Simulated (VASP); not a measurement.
# BaTiO3 (P4/mmm) in VASP: notebook, part 2 of 2

VASP 6.6.1.

## 3. Single point, PBE

This run uses another cell than the first one, of the same volume but with other edges.

File INCAR:

```
SYSTEM = BaTiO3
PREC     = Accurate       ! precision mode
ENCUT    = 1340           ! plane-wave cutoff, eV
EDIFF    = 1E-6           ! SCF threshold, eV
ISMEAR   = 0              ! smearing method
SIGMA    = 0.05           ! smearing width, eV
LREAL    = .FALSE.        ! projectors in reciprocal space
LASPH    = .TRUE.         ! aspherical terms in the spheres
NELM     = 120            ! most SCF steps
ALGO     = Normal         ! electronic algorithm
ISIF     = 2              ! what is computed and relaxed
LWAVE    = .FALSE.        ! write WAVECAR
LCHARG   = .FALSE.        ! write CHGCAR
GGA      = PE             ! functional
NBANDS   = 28             ! bands
GGA_COMPAT= .FALSE.
```

File KPOINTS:

```
regular mesh
0
G
  8 8 8
  0 0 0
```

File POSCAR:

```
BaTiO3
1.0
    3.6826626998      0.0000000000      0.0000000000
    0.0000000000      3.6826626998      0.0000000000
    0.0000000000      0.0000000000      4.7875204225
Ba Ti O
1 1 3
Direct
    0.0000000000      0.0000000000      0.0000000000
    0.5000000000      0.5000000000      0.5000000000
    0.5000000000      0.5000000000      0.0000000000
    0.5000000000      0.0000000000      0.5000000000
    0.0000000000      0.5000000000      0.5000000000
```

Potentials or basis: VASP PAW PBE potentials, release 64 (Ba_sv, Ti_sv, O_h).

The run is started by

```sh
$ cat potpaw_PBE.64/Ba_sv/POTCAR potpaw_PBE.64/Ti_sv/POTCAR potpaw_PBE.64/O_h/POTCAR > POTCAR
$ mpirun -np 1 vasp_std > vasp.out
```

OUTCAR:

```text
SYSTEM = BaTiO3
   PREC = Accurate
   ENCUT = 1340
   EDIFF = 1E-6
   ISMEAR = 0
   LREAL = .FALSE.
   LASPH = .TRUE.
   NELM = 120
   ISIF = 2
   GGA = PE

 ion  position               nearest neighbor table
   1  0.000  0.000  0.000-   3 2.60   3 2.60   3 2.60   3 2.60   5 3.02   4 3.02   5 3.02   5 3.02
                             5 3.02   4 3.02   4 3.02   4 3.02   2 3.54   2 3.54   2 3.54   2 3.54
   2  0.500  0.500  0.500-   4 1.84   5 1.84   4 1.84   5 1.84   1 3.54   1 3.54   1 3.54   1 3.54
                             1 3.54   1 3.54   1 3.54   1 3.54
   3  0.500  0.500  0.000-   1 2.60   1 2.60   1 2.60   1 2.60
   4  0.500  0.000  0.500-   2 1.84   2 1.84   1 3.02   1 3.02   1 3.02   1 3.02
   5  0.000  0.500  0.500-   2 1.84   2 1.84   1 3.02   1 3.02   1 3.02   1 3.02

  LATTYP: Found a simple tetragonal cell.
 ALAT       =     3.6826626998
 C/A-ratio  =     1.3000159973

  Lattice vectors:

 A1 = (   3.6826626998,   0.0000000000,   0.0000000000)
 A2 = (   0.0000000000,   3.6826626998,   0.0000000000)
 A3 = (   0.0000000000,   0.0000000000,   4.7875204225)

Analysis of symmetry for initial positions (statically):
=====================================================================
 Subroutine PRICEL returns:
 Original cell was already a primitive cell.

 Routine SETGRP: Setting up the symmetry group for a
 simple tetragonal supercell.

 Subroutine GETGRP returns: Found 16 space group operations
 (whereof 16 operations were pure point group operations)
 out of a pool of 16 trial point group operations.

The static configuration has the point symmetry D_4h.

Analysis of symmetry for dynamics (positions and initial velocities):
=====================================================================
 Subroutine PRICEL returns:
 Original cell was already a primitive cell.

 Routine SETGRP: Setting up the symmetry group for a
 simple tetragonal supercell.

 Subroutine GETGRP returns: Found 16 space group operations
 (whereof 16 operations were pure point group operations)
 out of a pool of 16 trial point group operations.

The dynamic configuration has the point symmetry D_4h.

 Subroutine INISYM returns: Found 16 space group operations
 (whereof 16 operations are pure point group operations),
 and found     1 'primitive' translations

----------------------------------------------------------------------------------------

                                     Primitive cell

  volume of cell :      64.9284

  direct lattice vectors                    reciprocal lattice vectors
     3.682662700  0.000000000  0.000000000     0.271542653  0.000000000  0.000000000
     0.000000000  3.682662700  0.000000000     0.000000000  0.271542653  0.000000000
     0.000000000  0.000000000  4.787520423     0.000000000  0.000000000  0.208876394

  length of vectors
     3.682662700  3.682662700  4.787520423     0.271542653  0.271542653  0.208876394

  position of ions in fractional coordinates (direct lattice)
     0.000000000  0.000000000  0.000000000
     0.500000000  0.500000000  0.500000000
     0.500000000  0.500000000  0.000000000
     0.500000000  0.000000000  0.500000000
     0.000000000  0.500000000  0.500000000

  ion indices of the primitive-cell ions
   primitive index   ion index
                 1           1
                 2           2
                 3           3
[... 32 lines left out ...]
  0.125000  0.000000  0.000000      4.000000
  0.250000  0.000000  0.000000      4.000000
  0.375000  0.000000  0.000000      4.000000
  0.500000  0.000000  0.000000      2.000000
  0.125000  0.125000  0.000000      4.000000
[... 16 lines left out ...]
  0.375000  0.125000  0.125000     16.000000
  0.500000  0.125000  0.125000      8.000000
 [... further k-points ...]
   k-points           NKPTS =     75   k-points in BZ     NKDIM =     75   number of bands    NBANDS=     28
   number of dos      NEDOS =    301   number of ions     NIONS =      5
   total plane-waves  NPLWV = 138240
   dimension x,y,z NGX =    48 NGY =   48 NGZ =   60
   dimension x,y,z NGXF=    96 NGYF=   96 NGZF=  120
   ions per type =               1   1   3
   NGX,Y,Z   is equivalent  to a cutoff of  21.67, 21.67, 20.83 a.u.
   NGXF,Y,Z  is equivalent  to a cutoff of  43.34, 43.34, 41.67 a.u.
 SYSTEM =  BaTiO3
   PREC   = accura    normal or accurate (medium, high low for compatibility)
   ISTART =      0    job   : 0-new  1-cont  2-samecut
   ICHARG =      2    charge: 1-file 2-atom 10-const
   ISPIN  =      1    spin polarized calculation?
   LNONCOLLINEAR =      F non collinear calculations
   LSORBIT =      F    spin-orbit coupling
   LASPH  =      T    aspherical Exc in radial PAW
   ENCUT  = 1340.0 eV  98.49 Ry    9.92 a.u.  10.99 10.99 14.29*2*pi/ulx,y,z
   NELM   =    120;   NELMIN=  2; NELMDL= -5     # of ELM steps
   EDIFF  = 0.1E-05   stopping-criterion for ELM
   LREAL  =      F    real-space projection
   EDIFFG = 0.1E-04   stopping-criterion for IOM
   NSW    =      0    number of steps for IOM
   IBRION =     -1    ionic relax: 0-MD 1-quasi-New 2-CG
   NFREE  =      0    steps in history (QN), initial steepest desc. (CG)
   ISIF   =      2    stress and relaxation
   ISYM   =      2    0-nonsym 1-usesym 2-fastsym
   POTIM  = 0.5000    time-step for ionic-motion
   TEBEG  =    0.0;   TEEND  =   0.0 temperature during run
   PSTRESS=    0.0 pullay stress
   NELECT =      40.0000    total number of electrons
   NUPDOWN=      -1.0000    fix difference up-down
   EMIN   =  10.00;   EMAX   =-10.00  energy-range for DOS
   EFERMI =   0.00;   METHOD = LEGACY
   ISMEAR =     0;   SIGMA  =   0.05  broadening in eV -4-tet -1-fermi 0-gaus
   EFERMI_NEDOS =   21; number of points for ismear=-14 and -15
   IALGO  =     38    algorithm
   IMIX   =      4    mixing-type and parameters
     AMIX     =   0.40;   BMIX     =  1.00
     AMIX_MAG =   1.60;   BMIX_MAG =  1.00
  volume/ion in A,a.u.               =      12.99        87.63
  Fermi-wavevector in a.u.,A,eV,Ry     =   1.392996  2.632381 26.401274  1.940439
  Thomas-Fermi vector in A             =   2.516685
   LORBIT       =      0    0 simple, 1 ext, 2 COOP (PROOUT), +10 PAW based schemes
   GGA     = PE    functional components
   LHFCALC =     F    Hartree Fock is set to
   AEXX    =    0.0000 exact exchange contribution
   IVDW    =     0    specifies the selected vdW correction
   LEPSILON=     F    determine dielectric tensor
   LRPA    =     F    only Hartree local field effects (RPA)
 non-spin polarized calculation
 Gauss-broadening in eV      SIGMA  =   0.05
  energy-cutoff  :     1340.00
  volume of cell :       64.93
 maximum number of plane-waves:      7290
 NGX is ok and might be reduce to    48

 number of electron      40.0000000 magnetization

 Free energy of the ion-electron system (eV)
  ---------------------------------------------------
  ext. energy  EPLUGINS =         0.00000000
  ---------------------------------------------------
  free energy    TOTEN  =       -38.41641146 eV

  energy without entropy =      -38.41641146  energy(sigma->0) =      -38.41641146

 E-fermi :   4.8746     XC(G=0): -11.1388

 val. band max:        4.6013964144   @ k =   0.5000   0.5000   0.5000
 cond. band min:       5.8693260284   @ k =   0.0000   0.0000   0.0000
 fundamental gap:      1.2679296140
 Fermi energy:         4.8745644493

 k-point     1 :       0.0000    0.0000    0.0000
  band No.  band energies     occupation
      1     -52.3579      2.00000
      2     -28.6413      2.00000
      3     -28.6403      2.00000
      4     -28.6403      2.00000
      5     -20.7587      2.00000
      6     -13.4278      2.00000
[... 733 lines left out ...]
     27      12.2477      0.00000
     28      12.2839      0.00000

 [... further k-points ...]

------------------------ aborting loop because EDIFF is reached ----------------------------------------

  FORCE on cell =-STRESS in cart. coord.  units (eV):
  Direction    XX          YY          ZZ          XY          YZ          ZX
  --------------------------------------------------------------------------------------
  -------------------------------------------------------------------------------------
  Total       13.3472469     13.3472469     -5.2254550      0.0000000      0.0000000      0.0000000
  in kB      329.3576462    329.3576462   -128.9437127      0.0000000      0.0000000      0.0000000
  external PRESSURE =     176.5905266 kB  Pullay stress =       0.0000000 kB

 VOLUME and BASIS-vectors are now :
 -----------------------------------------------------------------------------
  energy-cutoff  :     1340.00
  volume of cell :       64.93
      direct lattice vectors                 reciprocal lattice vectors
     3.682662700  0.000000000  0.000000000     0.271542653  0.000000000  0.000000000
     0.000000000  3.682662700  0.000000000     0.000000000  0.271542653  0.000000000
     0.000000000  0.000000000  4.787520423     0.000000000  0.000000000  0.208876394

 POSITION                                       TOTAL-FORCE (eV/Angst)
 -----------------------------------------------------------------------------------
      0.00000      0.00000      0.00000         0.000000      0.000000      0.000000
      1.84133      1.84133      2.39376         0.000000      0.000000      0.000000
      1.84133      1.84133      0.00000         0.000000      0.000000      0.000000
      1.84133      0.00000      2.39376         0.000000      0.000000      0.000000
      0.00000      1.84133      2.39376         0.000000      0.000000      0.000000
 -----------------------------------------------------------------------------------
    total drift:                                0.000000     -0.000000     -0.000000

  FREE ENERGIE OF THE ION-ELECTRON SYSTEM (eV)
  ---------------------------------------------------
  free  energy   TOTEN  =       -38.4164114613 eV

  energy  without entropy=      -38.4164114613  energy(sigma->0) =      -38.41641146
```

Run time: 5.6 min. Hardware: 1 thread of Intel Xeon 6975P-C (Granite Rapids), shared host; peak memory 0.76 GiB.

Results:

* Free energy: -38.4164 eV
* Pressure: 17.7 GPa
* Band gap on the k mesh: 1.27 eV (least direct gap 1.63 eV)

Stress tensor (GPa, compression positive):
```
 32.94   0.00   0.00
  0.00  32.94   0.00
  0.00   0.00 -12.89
```

Levels at points of the mesh, in eV from the valence-band top:
```tsv
k point	band 16	band 17	band 18	band 19	band 20	band 21	band 22	band 23	band 24	band 25
(0.00, 0.00, 0.00)	-1.01	-1.01	-0.92	-0.37	-0.37	1.27	1.27	1.63	2.17	3.52
(0.50, 0.00, 0.00)	-2.59	-2.55	-2.19	-1.49	-1.09	1.49	2.56	3.86	4.00	6.75
(0.50, 0.50, 0.00)	-4.08	-1.97	-0.07	-0.07	-0.07	2.93	3.88	3.88	4.60	7.32
(0.00, 0.00, 0.50)	-2.27	-0.90	-0.90	-0.79	-0.79	1.66	1.96	1.96	4.20	4.45
(0.50, 0.00, 0.50)	-2.36	-2.27	-2.05	-1.96	-1.47	2.01	3.85	4.00	4.29	6.39
(0.50, 0.50, 0.50)	-3.31	-2.95	-0.06	0.00	0.00	3.97	3.97	4.76	5.08	5.08
```

Caveat: the stress differs along the axes, from -13 to 33 GPa; spin-orbit coupling is left out, which moves the levels of the heavy elements.
